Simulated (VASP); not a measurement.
# CaSe in VASP: further runs, part 2 of 2

VASP 6.6.1. The steps go on from the part before.

## (3) Single point, PBE (strain +3.0%)

File INCAR:

```
SYSTEM = CaSe
ALGO     = Normal         ! electronic algorithm
EDIFF    = 1E-7           ! SCF threshold, eV
ENCUT    = 520            ! plane-wave cutoff, eV
GGA      = PE             ! functional
ISIF     = 2              ! what is computed and relaxed
ISMEAR   = -1             ! smearing method
LASPH    = .True.         ! aspherical terms in the spheres
LCHARG   = .False.        ! write CHGCAR
LREAL    = .False.        ! projectors in reciprocal space
LWAVE    = .False.        ! write WAVECAR
NBANDS   = 15             ! bands
NELM     = 60             ! most SCF steps
PREC     = Accurate       ! precision mode
SIGMA    = 0.02           ! smearing width, eV
```

File KPOINTS:

```
k-points
0
Gamma
  8 8 8
  0 0 0
```

File POSCAR:

```
CaSe
1.0
    0.0000000000      3.0565611621      3.0565611621
    3.0565611621      0.0000000000      3.0565611621
    3.0565611621      3.0565611621      0.0000000000
Ca Se
1 1
Direct
    0.0000000000      0.0000000000      0.0000000000
    0.5000000000      0.5000000000      0.5000000000
```

Potentials or basis: VASP PAW PBE potentials, release 64 (Ca_sv, Se).

Started as:

```sh
> cat potpaw_PBE.64/Ca_sv/POTCAR potpaw_PBE.64/Se/POTCAR > POTCAR
> mpirun -np 1 vasp_std > vasp.out
```

Run time: 27 s. Hardware: 1 thread of Intel Xeon 8259CL, shared host; peak memory 0.18 GiB.

Results (log left out):

```yaml
Free_energy: -9.4458 eV
Pressure: -3.0 GPa
Band_gap_on_the_k_mesh: 2.23 eV (least direct gap 2.84 eV)
```

Levels at points of the mesh, in eV from the valence-band top:
```tsv
k point	band 5	band 6	band 7	band 8	band 9	band 10	band 11	band 12
(0.00, 0.00, 0.00)	-11.48	0.00	0.00	0.00	2.84	3.71	3.71	3.71
(0.50, 0.00, 0.00)	-10.95	-2.93	-1.01	-1.01	4.35	5.19	5.24	5.24
(0.50, 0.50, 0.00)	-11.01	-2.27	-0.84	-0.84	2.23	4.62	4.85	5.60
```

Caveat: the cell differs from its parent crystal (strain +3.0%); the cell stands under tension.

## (4) Single point, r2SCAN (strain +3.0%)

POSCAR is that of step 3.

File INCAR.step1:

```
SYSTEM = CaSe
PREC = Accurate
ENCUT = 520
ISMEAR = 0
SIGMA = 0.01
LREAL = .False.
LASPH = .True.
NELM = 80
NBANDS = 15
GGA = PE
ALGO = Normal
EDIFF = 1E-4
LWAVE = .True.
LCHARG = .False.
```

File INCAR.step2:

```
SYSTEM = CaSe
PREC = Accurate
ENCUT = 520
EDIFF = 1E-6
ISMEAR = 0
SIGMA = 0.01
LREAL = .False.
LASPH = .True.
NELM = 80
ALGO = Normal
ISIF = 2
LWAVE = .False.
LCHARG = .True.
METAGGA = R2SCAN
LMIXTAU = .True.
LELF = .True.
LVHAR = .True.
NBANDS = 15
ISTART = 1
```

File KPOINTS:

```
regular mesh
0
Gamma
  8 8 8
  0 0 0
```

Potentials or basis: VASP PAW PBE potentials, release 64 (Ca_sv, Se).

Started as:

```sh
> cat potpaw_PBE.64/Ca_sv/POTCAR potpaw_PBE.64/Se/POTCAR > POTCAR
> cp INCAR.step1 INCAR
> mpirun -np 1 vasp_std > vasp.out
> cp INCAR.step2 INCAR
> mpirun -np 1 vasp_std > vasp.out
```

OUTCAR:

```text
SYSTEM = CaSe
   PREC = Accurate
   ENCUT = 520
   EDIFF = 1E-6
   ISMEAR = 0
   LREAL = .False.
   LASPH = .True.
   NELM = 80
   ISIF = 2
   METAGGA = R2SCAN
   ISTART = 1

 ion  position               nearest neighbor table
   1  0.000  0.000  0.000-
   2  0.500  0.500  0.500-

  LATTYP: Found a face centered cubic cell.
 ALAT       =     6.1131223242

  Lattice vectors:

 A1 = (   0.0000000000,   3.0565611621,   3.0565611621)
[... 614 lines left out ...]
     15      10.2028      0.00000

 [... further k-points ...]

------------------------ aborting loop because EDIFF is reached ----------------------------------------

  FORCE on cell =-STRESS in cart. coord.  units (eV):
  Direction    XX          YY          ZZ          XY          YZ          ZX
  --------------------------------------------------------------------------------------
  -------------------------------------------------------------------------------------
  Total       -1.3118772     -1.3118772     -1.3118772      0.0000000      0.0000000     -0.0000000
  in kB      -36.8022598    -36.8022598    -36.8022598      0.0000000      0.0000000     -0.0000000
  external PRESSURE =     -36.8022598 kB  Pullay stress =       0.0000000 kB

 VOLUME and BASIS-vectors are now :
 -----------------------------------------------------------------------------
  energy-cutoff  :      520.00
  volume of cell :       57.11
      direct lattice vectors                 reciprocal lattice vectors
     0.000000000  3.056561162  3.056561162    -0.163582527  0.163582527  0.163582527
     3.056561162  0.000000000  3.056561162     0.163582527 -0.163582527  0.163582527
     3.056561162  3.056561162  0.000000000     0.163582527  0.163582527 -0.163582527

 POSITION                                       TOTAL-FORCE (eV/Angst)
 -----------------------------------------------------------------------------------
      0.00000      0.00000      0.00000         0.000000      0.000000      0.000000
      3.05656      3.05656      3.05656         0.000000     -0.000000     -0.000000
 -----------------------------------------------------------------------------------
    total drift:                                0.000000     -0.000000     -0.000000

  FREE ENERGIE OF THE ION-ELECTRON SYSTEM (eV)
  ---------------------------------------------------
  free  energy   TOTEN  =       -25.9234594043 eV

  energy  without entropy=      -25.9234594043  energy(sigma->0) =      -25.92345940
```

Wall time 1.8 min (1 thread of Intel Xeon 8259CL, shared host); peak memory 0.2 GiB.

Results:

```
Free energy            : -25.9235 eV
Pressure               : -3.7 GPa
Band gap on the k mesh : 2.70 eV (least direct gap 3.55 eV)
```

Levels at points of the mesh, in eV from the valence-band top:
| k point | band 5 | band 6 | band 7 | band 8 | band 9 | band 10 | band 11 | band 12 |
| --- | --- | --- | --- | --- | --- | --- | --- | --- |
| (0.00, 0.00, 0.00) | -11.87 | 0.00 | 0.00 | 0.00 | 3.59 | 4.23 | 4.23 | 4.23 |
| (0.50, 0.00, 0.00) | -11.32 | -2.92 | -1.00 | -1.00 | 4.93 | 5.80 | 5.85 | 5.85 |
| (0.50, 0.50, 0.00) | -11.37 | -2.29 | -0.85 | -0.85 | 2.70 | 5.36 | 5.43 | 6.25 |

Caveat: the cell differs from its parent crystal (strain +3.0%); the cell stands under tension; the PAW data sets were made with another functional, which shifts forces and pressure a little. A k mesh can miss the band edges.

## (5) Single point, PBE (epitaxial xy strain -1.0%)

File INCAR:

```
PREC = Accurate
ENCUT = 520
EDIFF = 1E-6
ISMEAR = -1
SIGMA = 0.02
LREAL = False
LASPH = True
NELM = 100
ALGO = Normal
ISIF = 2
LWAVE = False
LCHARG = False
GGA = PE
NBANDS = 15
```

File KPOINTS:

```
Automatic mesh
0
Gamma
  8 8 8
```

File POSCAR:

```
CaSe
1.0
    0.0000000000      2.9378597577      2.9776696370
    2.9378597577      0.0000000000      2.9776696370
    2.9378597577      2.9378597577      0.0000000000
Ca Se
1 1
Direct
    0.0000000000      0.0000000000      0.0000000000
    0.5000000000      0.5000000000      0.5000000000
```

Started as:

```sh
> cat potpaw_PBE.64/Ca_sv/POTCAR potpaw_PBE.64/Se/POTCAR > POTCAR
> mpirun -np 1 vasp_std > vasp.out
```

Wall time 44 s (1 thread of Intel Xeon 8259CL, shared host); peak memory 0.2 GiB.

The run converged. Its results:

```yaml
Free_energy: -9.4757 eV
Pressure: 1.6 GPa
Band_gap_on_the_k_mesh: 2.00 eV (least direct gap 2.92 eV)
```

Stress tensor (GPa, compression positive):
```
2.08 0.00 0.00
0.00 2.08 0.00
0.00 0.00 0.77
```

Levels at points of the mesh, in eV from the valence-band top:
| k point | band 4 | band 5 | band 6 | band 7 | band 8 | band 9 | band 10 | band 11 | band 12 | band 13 |
| --- | --- | --- | --- | --- | --- | --- | --- | --- | --- | --- |
| (0.00, 0.00, 0.00) | -20.72 | -11.83 | -0.01 | 0.00 | 0.00 | 3.37 | 3.64 | 3.73 | 3.73 | 4.27 |
| (0.50, 0.00, 0.00) | -20.73 | -11.11 | -3.31 | -1.22 | -1.21 | 4.52 | 5.49 | 5.51 | 5.54 | 7.49 |
| (0.50, 0.50, 0.00) | -20.76 | -11.25 | -2.57 | -0.91 | -0.91 | 2.01 | 5.03 | 5.10 | 6.04 | 6.06 |
| (0.50, 0.00, 0.50) | -20.76 | -11.23 | -2.53 | -0.97 | -0.94 | 2.00 | 5.02 | 5.12 | 6.03 | 6.07 |

Caveat: the cell differs from its parent crystal (epitaxial xy strain -1.0%). A k mesh can miss the band edges.

## (6) Summary

```csv
level,cell,smearing,gap on the mesh (eV),pressure (GPa)
PBE,"a = 4.197 Å, angles 60.0°, 2 atoms",fermi-dirac 0.02 eV,2.05,0.7
PBE,"a = 4.323 Å, angles 60.0°, 2 atoms",fermi-dirac 0.02 eV,2.23,-3.0
r2SCAN,"a = 4.323 Å, angles 60.0°, 2 atoms",gaussian 0.01 eV,2.70,-3.7
PBE,"a = 4.183, b = 4.183, c = 4.155 Å, angles 60.2, 60.2, 59.6°, 2 atoms",fermi-dirac 0.02 eV,2.00,1.6
```

Alike in all rows: task single point; potentials or basis VASP PAW PBE potentials, release 64 (Ca_sv, Se); no spin polarisation; k mesh 8 × 8 × 8; cutoff (eV) 520.

Caveats: the cell stands under tension (at least some runs); the PAW data sets were made with another functional, which shifts forces and pressure a little (at least some runs).

Total energies depend on the potentials used, so only differences within one code and one set of settings carry meaning.
